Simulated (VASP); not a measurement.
Wanted: the native input for a VASP 6.6.1 run.

```yaml
Task: single point
Functional: PBEsol
Potentials_or_basis: VASP PAW PBE potentials, release 64 (Ga_d, As)
Cutoff: 520 eV
k_mesh: 12 × 12 × 12
Occupations: gaussian, width 0.05 eV
Spin: no spin polarisation
Dipole_correction: no
Further_INCAR_settings: ALGO = Normal; EDIFF = 1e-07; NBANDS = 16
```

The structure of GaAs lies in POSCAR:

```
GaAs
1.0
    0.0000000000      3.0709392844      2.3953326418
    3.0709392844      0.0000000000      2.3953326418
    3.0709392844      3.0709392844      0.0000000000
Ga As
1 1
Direct
    0.0000000000      0.0000000000      0.0000000000
    0.7500000000      0.7500000000      0.7500000000
```

This cell differs from its parent crystal: ratio of the length along z to the lengths across it x 0.78, volume and fractional coordinates fixed.

One way to write it, as run:

INCAR

```
SYSTEM = GaAs
PREC = Accurate ; ENCUT = 520
EDIFF = 1E-7 ; ISMEAR = 0
SIGMA = 0.05 ; LREAL = .FALSE.
LASPH = .TRUE. ; NELM = 80
ALGO = Normal ; ISIF = 2
LWAVE = .FALSE. ; LCHARG = .FALSE.
GGA = PS ; NBANDS = 16
```

KPOINTS

```
Automatic mesh
0
G
  12 12 12
  0 0 0
```

Potentials or basis: VASP PAW PBE potentials, release 64 (Ga_d, As).

The run is started by

```bash
$ cat potpaw_PBE.64/Ga_d/POTCAR potpaw_PBE.64/As/POTCAR > POTCAR
$ mpirun -np 1 vasp_std > vasp.out
```

It gave:

| Item | Value |
| --- | --- |
| Pressure | -0.9 GPa |
| Band gap on the k mesh | zero (band 9 reaches 4.18 eV, above the bottom of band 10 at 3.77 eV) |

Caveat: the PAW data sets were made with another functional, which shifts forces and pressure a little.

It took 64 s on 1 thread of Intel(R) Xeon(R) Platinum 8559C (Emerald Rapids), with other jobs on the host, peak memory 0.26 GiB.
